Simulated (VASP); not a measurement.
# Si2Ni (Fm-3m) in VASP: further runs

The runs below take Si2Ni through relaxation of cell and atoms, single point, with PBEsol, revPBE.

Program: VASP 6.6.1. These are calculated values, not measurements. Logs are shortened: lines on timing, memory, paths and dates and some standing lists are left out, and cuts for length are marked.

**1. The cell of the first run**

Symmetry: Fm-3m, No. 225, cubic system. The conventional cell has a = 5.406 Å, b = 5.406 Å, c = 5.406 Å, α = 90.00°, β = 90.00°, γ = 90.00°. Within 3.1 Å of Ni (site symmetry m-3m) lie 8 Si at 2.34 Å. Si (site symmetry -43m) has 4 Ni at 2.34 Å and 6 Si at 2.70 Å within 3.1 Å.

**2. Relaxation of cell and atoms, PBEsol, collinear spin, ferromagnetic start, target pressure 20 GPa, at which the enthalpy is minimised**

File INCAR:

```
  ALGO = Normal
  EDIFF = 1E-6
  EDIFFG = -0.005
  ENCUT = 600
  GGA = PS
  IBRION = 2
  ISIF = 3
  ISMEAR = -1
  ISPIN = 2
  LASPH = True
  LCHARG = False
  LMAXMIX = 4
  LORBIT = 11
  LREAL = False
  LWAVE = False
  MAGMOM = 1 0 0
  NELM = 150
  NSW = 80
  PREC = Accurate
  PSTRESS = 200.0
  SIGMA = 0.05
```

File KPOINTS:

```
k-points
0
Gamma
  9 9 9
```

File POSCAR:

```
Si2Ni
1.0
    0.0000000000      2.7030000000      2.7030000000
    2.7030000000      0.0000000000      2.7030000000
    2.7030000000      2.7030000000      0.0000000000
Ni Si
1 2
Direct
    0.0000000000      0.0000000000      0.0000000000
    0.7500000000      0.7500000000      0.7500000000
    0.2500000000      0.2500000000      0.2500000000
```

Potentials or basis: VASP PAW PBE potentials, release 64 (Ni, Si).

Run with:

```
> cat potpaw_PBE.64/Ni/POTCAR potpaw_PBE.64/Si/POTCAR > POTCAR
> mpirun -np 1 vasp_std > vasp.out
```

OUTCAR:

```text
EDIFF = 1E-6
   EDIFFG = -0.005
   ENCUT = 600
   GGA = PS
   IBRION = 2
   ISIF = 3
   ISMEAR = -1
   ISPIN = 2
   LASPH = True
   LORBIT = 11
   LREAL = False
   NELM = 150
   NSW = 80
   PREC = Accurate
   PSTRESS = 200.0

 ion  position               nearest neighbor table
   1  0.000  0.000  0.000-   2 2.34   2 2.34   3 2.34   3 2.34   2 2.34   2 2.34   3 2.34   3 2.34

   2  0.750  0.750  0.750-   1 2.34   1 2.34   1 2.34   1 2.34   3 2.70   3 2.70   3 2.70   3 2.70
                             3 2.70   3 2.70
   3  0.250  0.250  0.250-   1 2.34   1 2.34   1 2.34   1 2.34   2 2.70   2 2.70   2 2.70   2 2.70
                             2 2.70   2 2.70

  LATTYP: Found a face centered cubic cell.
 ALAT       =     5.4060000000

  Lattice vectors:

 A1 = (   0.0000000000,   2.7030000000,   2.7030000000)
 A2 = (   2.7030000000,   0.0000000000,   2.7030000000)
 A3 = (   2.7030000000,   2.7030000000,   0.0000000000)

Analysis of symmetry for initial positions (statically):
=====================================================================
 Subroutine PRICEL returns:
 Original cell was already a primitive cell.

 Routine SETGRP: Setting up the symmetry group for a
 face centered cubic supercell.

 Subroutine GETGRP returns: Found 48 space group operations
 (whereof 48 operations were pure point group operations)
 out of a pool of 48 trial point group operations.

The static configuration has the point symmetry O_h .

Analysis of symmetry for dynamics (positions and initial velocities):
=====================================================================
 Subroutine PRICEL returns:
 Original cell was already a primitive cell.

 Routine SETGRP: Setting up the symmetry group for a
 face centered cubic supercell.

 Subroutine GETGRP returns: Found 48 space group operations
 (whereof 48 operations were pure point group operations)
 out of a pool of 48 trial point group operations.

The dynamic configuration has the point symmetry O_h .

Analysis of structural, dynamic, and magnetic symmetry:
=====================================================================
 Subroutine PRICEL returns:
 Original cell was already a primitive cell.

 Routine SETGRP: Setting up the symmetry group for a
 face centered cubic supercell.

 Subroutine GETGRP returns: Found 48 space group operations
 (whereof 48 operations were pure point group operations)
 out of a pool of 48 trial point group operations.

The overall configuration has the point symmetry O_h .

 Subroutine INISYM returns: Found 48 space group operations
 (whereof 48 operations are pure point group operations),
 and found     1 'primitive' translations

----------------------------------------------------------------------------------------

[... 128 lines left out ...]
  volume of cell :       39.50
 maximum number of plane-waves:      1363
   NGX = 15   NGY = 15   NGZ = 15

--------------------------------------- Ionic step        1  -------------------------------------------

 number of electron      18.0000004 magnetization       0.0001546

 number of electron      18.0000004 magnetization      -0.0001992

 Free energy of the ion-electron system (eV)
  ---------------------------------------------------
  ext. energy  EPLUGINS =         0.00000000
  ---------------------------------------------------
  free energy    TOTEN  =       -18.98400105 eV

  energy without entropy =      -18.97631005  energy(sigma->0) =      -18.98015555

------------------------ aborting loop because EDIFF is reached ----------------------------------------

  FORCE on cell =-STRESS in cart. coord.  units (eV):
  Direction    XX          YY          ZZ          XY          YZ          ZX
  --------------------------------------------------------------------------------------
  -------------------------------------------------------------------------------------
  Total       -0.1617935     -0.1617935     -0.1617935      0.0000000      0.0000000      0.0000000
  in kB       -6.5630153     -6.5630153     -6.5630153      0.0000000      0.0000000      0.0000000
  external PRESSURE =    -206.5630153 kB  Pullay stress =     200.0000000 kB
[... 233 lines left out ...]
 number of electron      17.9999996 magnetization      -0.0000001

 number of electron      17.9999996 magnetization       0.0000003

 Free energy of the ion-electron system (eV)
  ---------------------------------------------------
  ext. energy  EPLUGINS =         0.00000000
  ---------------------------------------------------
  free energy    TOTEN  =       -18.76466440 eV

  energy without entropy =      -18.75643312  energy(sigma->0) =      -18.76054876

 E-fermi :  12.1348     XC(G=0): -12.2054

 val. band max:       12.0489287774   @ k =   0.4444   0.3333   0.0000
 cond. band min:      12.1420406170   @ k =  -0.2222   0.1111   0.0000
 fundamental gap:      0.0931118396
 Fermi energy:        12.1347809001

 spin component 1

 k-point     1 :       0.0000    0.0000    0.0000
  band No.  band energies     occupation
      1      -2.8809      1.00000
      2       6.0735      1.00000
      3       6.0735      1.00000
      4       6.0735      1.00000
      5       7.8744      1.00000
      6       7.8744      1.00000
      7      12.6975      0.00001
      8      13.9189      0.00000
      9      13.9189      0.00000
     10      13.9189      0.00000
     11      14.0964      0.00000
     12      14.0964      0.00000
     13      14.0964      0.00000
     14      17.0310      0.00000
[... 379 lines left out ...]
      3       4.2060      1.00000
      4       6.8729      1.00000
      5       6.8729      1.00000
      6       7.9931      1.00000
      7       7.9931      1.00000
      8       8.0796      1.00000
      9       8.3509      1.00000
     10      11.7968      0.99884
     11      13.1773      0.00000
     12      19.7192      0.00000
     13      20.8809      0.00000
     14      20.8809      0.00000

 [... further k-points ...]

 spin component 2

 k-point     1 :       0.0000    0.0000    0.0000
  band No.  band energies     occupation
      1      -2.8809      1.00000
      2       6.0735      1.00000
      3       6.0735      1.00000
      4       6.0735      1.00000
      5       7.8744      1.00000
      6       7.8744      1.00000
      7      12.6975      0.00001
      8      13.9189      0.00000
      9      13.9189      0.00000
     10      13.9189      0.00000
     11      14.0964      0.00000
     12      14.0964      0.00000
     13      14.0964      0.00000
     14      17.0310      0.00000
[... 425 lines left out ...]
  energy  without entropy=      -18.7564331184  energy(sigma->0) =      -18.76054876

  enthalpy is  TOTEN    =       -14.3441815974 eV   P V=        4.4204827998

 reached required accuracy - stopping structural energy minimisation

 total charge

# of ion       s       p       d       tot
------------------------------------------
    1        0.626   0.983   8.527  10.136
    2        0.725   0.924   0.000   1.649
    3        0.725   0.924   0.000   1.649
--------------------------------------------------
tot          2.077   2.830   8.527  13.434

 magnetization (x)

# of ion       s       p       d       tot
------------------------------------------
    1       -0.000   0.000  -0.000  -0.000
    2       -0.000  -0.000   0.000  -0.000
    3       -0.000  -0.000   0.000  -0.000
--------------------------------------------------
tot         -0.000  -0.000  -0.000  -0.000
```

CONTCAR:

```text
Si2Ni
   1.00000000000000
     0.0000000000000000    2.6063941890686193    2.6063941890686193
     2.6063941890686193    0.0000000000000000    2.6063941890686193
     2.6063941890686193    2.6063941890686193   -0.0000000000000000
  Ni              Si
     1     2
Direct
     0.0000000000000000    0.0000000000000000    0.0000000000000000
     0.7500000000000000    0.7500000000000000    0.7500000000000000
     0.2500000000000000    0.2500000000000000    0.2500000000000000

  0.00000000E+00  0.00000000E+00  0.00000000E+00
  0.00000000E+00  0.00000000E+00  0.00000000E+00
  0.00000000E+00  0.00000000E+00  0.00000000E+00
```

Run time: 2.9 min. Hardware: 1 thread of Intel Xeon 6975P-C, shared host; peak memory 0.23 GiB.

What came out:

| Quantity | Value |
| --- | --- |
| Free energy | -18.7647 eV |
| Relaxed volume | 11.80 Å³/atom |
| Relaxed cell | a = 3.686 Å, b = 3.686 Å, c = 3.686 Å, α = 60.00°, β = 60.00°, γ = 60.00° |
| Space group after relaxing (to 0.05 Å) | Fm-3m (No. 225) |
| Energy change on relaxing (the enthalpy is what falls) | +73.1 meV/atom |
| Ionic steps | 7 |
| Pressure after relaxing | 20.0 GPa |
| Band gap on the k mesh | zero (filled and empty bands overlap) |
| Net moment | 0.00 μB per cell |
| Valence electrons inside the program's atomic spheres | Ni 10.14; Si 1.65 |

The path:
```tsv
step	energy change (eV)	largest force (eV/Å)	pressure (GPa)	volume (Å³)
1	0.0000	0.0000	-0.66	39.50
2	1.4847	0.0000	69.86	30.57
3	0.2003	0.0000	19.00	35.57
4	0.2148	0.0000	19.81	35.45
5	0.2245	0.0000	20.33	35.37
6	0.2110	0.0000	19.50	35.48
7	0.2193	0.0000	20.03	35.41
```

Final structure:
```cif
data_structure
_symmetry_space_group_name_H-M 'P 1'
_symmetry_Int_Tables_number 1
_cell_length_a 3.6860
_cell_length_b 3.6860
_cell_length_c 3.6860
_cell_angle_alpha 60.000
_cell_angle_beta 60.000
_cell_angle_gamma 60.000
_cell_volume 35.41
loop_
_atom_site_label
_atom_site_type_symbol
_atom_site_fract_x
_atom_site_fract_y
_atom_site_fract_z
_atom_site_occupancy
Ni1 Ni 0.00000 0.00000 0.00000 1
Si1 Si 0.75000 0.75000 0.75000 1
Si2 Si 0.25000 0.25000 0.25000 1
```

Caveat: the cell is relaxed towards a set pressure, so the enthalpy falls and the energy may rise; the PAW data sets were made with another functional, which shifts forces and pressure a little.

**3. Relaxation of cell and atoms, PBEsol, collinear spin, ferromagnetic start, target pressure 30 GPa, at which the enthalpy is minimised**

File INCAR:

```
SYSTEM = Si2Ni
ALGO = Normal
EDIFF = 1E-6
EDIFFG = -0.005
ENCUT = 600
GGA = PS
IBRION = 2
ISIF = 3
ISMEAR = -1
ISPIN = 2
LASPH = .TRUE.
LCHARG = .FALSE.
LMAXMIX = 4
LORBIT = 11
LREAL = .FALSE.
LWAVE = .FALSE.
MAGMOM = 1 0 0
NELM = 150
NSW = 80
PREC = Accurate
PSTRESS = 300.0
SIGMA = 0.05
```

File KPOINTS:

```
k-points
0
G
  9 9 9
  0 0 0
```

POSCAR is that of step 2.

Potentials or basis: VASP PAW PBE potentials, release 64 (Ni, Si).

Run with:

```
> cat potpaw_PBE.64/Ni/POTCAR potpaw_PBE.64/Si/POTCAR > POTCAR
> mpirun -np 1 vasp_std > vasp.out
```

Run time: 2.5 min. Hardware: 1 thread of Intel Xeon 6975P-C, shared host; peak memory 0.23 GiB.

The run converged. Its results:

```yaml
Free_energy: -18.5626 eV
Relaxed_volume: 11.37 Å³/atom
Relaxed_cell: a = 3.640 Å, b = 3.640 Å, c = 3.640 Å, α = 60.00°, β = 60.00°, γ = 60.00°
Space_group_after_relaxing_to_0.05_Å: Fm-3m (No. 225)
Energy_change_on_relaxing_the_enthalpy_is_what_falls: +140.5 meV/atom
Ionic_steps: 5
Pressure_after_relaxing: 30.0 GPa
Band_gap_on_the_k_mesh: zero (filled and empty bands overlap)
Net_moment: 0.00 μB per cell
Valence_electrons_inside_the_program's_atomic_spheres: Ni 10.25; Si 1.68
```

The path:
```tsv
step	energy change (eV)	largest force (eV/Å)	pressure (GPa)	volume (Å³)
1	0.0000	0.0000	-0.66	39.50
2	3.9340	0.0000	144.12	26.78
3	0.3499	0.0000	26.67	34.51
4	0.4029	0.0000	29.17	34.21
5	0.4214	0.0000	30.01	34.11
```

Final structure:
```cif
data_structure
_symmetry_space_group_name_H-M 'P 1'
_symmetry_Int_Tables_number 1
_cell_length_a 3.6402
_cell_length_b 3.6402
_cell_length_c 3.6402
_cell_angle_alpha 60.000
_cell_angle_beta 60.000
_cell_angle_gamma 60.000
_cell_volume 34.11
loop_
_atom_site_label
_atom_site_type_symbol
_atom_site_fract_x
_atom_site_fract_y
_atom_site_fract_z
_atom_site_occupancy
Ni1 Ni 0.00000 0.00000 0.00000 1
Si1 Si 0.75000 0.75000 0.75000 1
Si2 Si 0.25000 0.25000 0.25000 1
```

Levels at points of the mesh, in eV from the Fermi level:
Spin up:
```tsv
k point	band 5	band 6	band 7	band 8	band 9	band 10	band 11	band 12	band 13	band 14
(0.00, 0.00, 0.00)	-4.53	-4.53	0.89	1.82	1.82	1.82	1.86	1.86	1.86	4.98
```
Spin down:
```tsv
k point	band 7	band 8	band 9	band 10	band 11	band 12
(0.00, 0.00, 0.00)	0.89	1.82	1.82	1.82	1.86	1.86
```

Caveat: the cell is relaxed towards a set pressure, so the enthalpy falls and the energy may rise; the PAW data sets were made with another functional, which shifts forces and pressure a little.

**4. Single point, revPBE, collinear spin, ferromagnetic start**

File INCAR:

```
SYSTEM = Si2Ni
ALGO     = Normal         ! electronic algorithm
EDIFF    = 1E-7           ! SCF threshold, eV
ENCUT    = 520            ! plane-wave cutoff, eV
GGA      = RE             ! functional
ISIF     = 2              ! what is computed and relaxed
ISMEAR   = -1             ! smearing method
ISPIN    = 2              ! spin polarisation
LASPH    = .TRUE.         ! aspherical terms in the spheres
LCHARG   = .FALSE.        ! write CHGCAR
LMAXMIX  = 4              ! l up to which the mixer works
LORBIT   = 11             ! projections on sites
LREAL    = .FALSE.        ! projectors in reciprocal space
LWAVE    = .FALSE.        ! write WAVECAR
MAGMOM   = 1 0 0          ! initial moments
NBANDS   = 20             ! bands
NELM     = 150            ! most SCF steps
PREC     = Accurate       ! precision mode
SIGMA    = 0.05           ! smearing width, eV
```

KPOINTS is that of step 3.

POSCAR is that of step 3.

Run with:

```
> cat potpaw_PBE.64/Ni/POTCAR potpaw_PBE.64/Si/POTCAR > POTCAR
> mpirun -np 1 vasp_std > vasp.out
```

Run time: 52 s. Hardware: 1 thread of Intel Xeon Platinum 8259CL at 2.50GHz (Skylake/Cascade Lake), shared host; peak memory 0.19 GiB.

The run converged. Its results:

```
Free energy                                           : -16.4468 eV
Pressure                                              : 5.5 GPa
Band gap on the k mesh                                : zero (filled and empty bands overlap)
Net moment                                            : 0.00 μB per cell
Valence electrons inside the program's atomic spheres : Ni 9.80; Si 1.59
```

Levels at points of the mesh, in eV from the Fermi level:
Spin up:
| k point | band 5 | band 6 | band 7 | band 8 | band 9 | band 10 | band 11 | band 12 | band 13 | band 14 |
| --- | --- | --- | --- | --- | --- | --- | --- | --- | --- | --- |
| (0.00, 0.00, 0.00) | -3.54 | -3.54 | -0.26 | 1.67 | 1.67 | 1.67 | 2.24 | 2.24 | 2.24 | 4.71 |
Spin down:
```
           k point  band 6  band 7  band 8  band 9  band 10  band 11  band 12  band 13
(0.00, 0.00, 0.00)   -3.54   -0.26    1.67    1.67     1.67     2.24     2.24     2.24
```

Caveat: the PAW data sets were made with another functional, which shifts forces and pressure a little.

**5. Overview**

| task | level | cell | cutoff (eV) | gap on the mesh (eV) | pressure (GPa) | moment (μB) |
| --- | --- | --- | --- | --- | --- | --- |
| relaxation of cell and atoms | PBEsol | relaxed to 20 GPa | 600 | none | 20.0 | 0.00 |
| relaxation of cell and atoms | PBEsol | relaxed to 30 GPa | 600 | none | 30.0 | 0.00 |
| single point | revPBE | as given | 520 | none | 5.5 | 0.00 |

Alike in all rows: potentials or basis VASP PAW PBE potentials, release 64 (Ni, Si); spin collinear, ferromagnetic start; k mesh 9 × 9 × 9; smearing fermi-dirac 0.05 eV.

Caveats: the PAW data sets were made with another functional, which shifts forces and pressure a little; the cell is relaxed towards a set pressure, so the enthalpy falls and the energy may rise (some runs).

Total energies depend on the potentials used, so only differences within one code and one set of settings carry meaning.
